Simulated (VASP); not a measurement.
Input of a VASP 6.6.1 run:

The input INCAR:

```
SYSTEM = MgO
ALGO = Normal
EDIFF = 1E-6
ENCUT = 520
GGA = PE
ISIF = 2
ISMEAR = 0
LASPH = .TRUE.
LCHARG = .FALSE.
LREAL = .FALSE.
LWAVE = .FALSE.
NBANDS = 11
NELM = 100
PREC = Accurate
SIGMA = 0.05
```

File KPOINTS:

```
k-points
0
G
  10 10 10
  0 0 0
```

Contents of POSCAR:

```
MgO
1.0
   -0.2245322731      2.0207904580      2.0207904580
    2.0207904580     -0.2245322731      2.0207904580
    2.0207904580      2.0207904580     -0.2245322731
Mg O
1 1
Direct
    0.0000000000      0.0000000000      0.0000000000
    0.5000000000      0.5000000000      0.5000000000
```

Potentials or basis: VASP PAW PBE potentials, release 64 (Mg, O).

Command:

```bash
$ cat potpaw_PBE.64/Mg/POTCAR potpaw_PBE.64/O/POTCAR > POTCAR
$ mpirun -np 1 vasp_std > vasp.out
```

Q: What does it give for the pressure?

A: -0.6 GPa.

Q: Predict the band gap on the k mesh.

A: 3.52 eV, direct.

Stress tensor (GPa, compression positive):
```
-0.62 11.48 11.48
11.48 -0.62 11.48
11.48 11.48 -0.62
```
